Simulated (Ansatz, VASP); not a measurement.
## WC: VASP beside Ansatz

INCAR

```
PREC = Accurate
ENCUT = 520
EDIFF = 1E-8
ISMEAR = -1
SIGMA = 0.05
LREAL = F
LASPH = T
NELM = 80
ALGO = Normal
ISIF = 2
LWAVE = F
LCHARG = F
GGA = PE
LEFG = T
NBANDS = 16
```

Contents of KPOINTS:

```
Automatic mesh
0
Gamma
  13 13 12
```

POSCAR

```
WC
1.0
    2.9005014360      0.0000000000      0.0000000000
   -1.4502507180      2.5119079273      0.0000000000
    0.0000000000      0.0000000000      2.8290000000
W C
1 1
Direct
    0.0000000000      0.0000000000      0.0000000000
    0.6666666667      0.3333333333      0.5000000000
```

Input for Ansatz:

```yaml
crystal:
  lattice:
    - [2.900501436, 0.0, 0.0]
    - [-1.450250718, 2.5119079273, 0.0]
    - [0.0, 0.0, 2.829]
  atoms:
    - { symbol: W, position: [0.0, 0.0, 0.0] }
    - { symbol: C, position: [0.6666666667, 0.3333333333, 0.5] }
kpoints:
  mp_grid: { grid: [13, 13, 12] }
  band_path:
    path:
      - [0.0, 0.0, 0.0]
      - [0.5, 0.0, 0.0]
      - [0.3333333333, 0.3333333333, 0.0]
      - [0.0, 0.0, 0.0]
      - [0.0, 0.0, 0.5]
      - [0.5, 0.0, 0.5]
      - [0.3333333333, 0.3333333333, 0.5]
      - [0.0, 0.0, 0.5]
      - [0.5, 0.0, 0.5]
    npoints: 8
scf:
  occupations: { method: fermi_dirac, width: 0.05 }
hamiltonian:
  xc: pbe
  pseudopotentials: { kind: all_electron, datasets: crystal }
output:
  forces: true
  stress: true
  eigenvalues: true
  efg: { contact_densities: true }
```

Alike in both runs: task electric field gradients; functional PBE; k mesh 13 × 13 × 12; occupations fermi-dirac, width 0.05 eV; no spin polarisation.

```csv
,VASP,Ansatz
version,VASP 6.6.1,Ansatz 0.2.0
potentials or method,"VASP PAW PBE potentials, release 64 (W_sv, C), cutoff 520 eV","all-electron PAW with datasets made for the crystal, scalar-relativistic"
```

```tsv
	VASP	Ansatz	Ansatz less VASP
pressure (GPa)	9.6	8.5	-1.09
traceless stress, the component that is largest in VASP (GPa)	0.30	0.09	-0.218
size of Vzz on the site where it differs most (V/Å²)	144.5	134.4	-10.13
```

Ansatz ran all-electron here, and VASP with PAW potentials.

Neither program's run includes spin-orbit coupling.
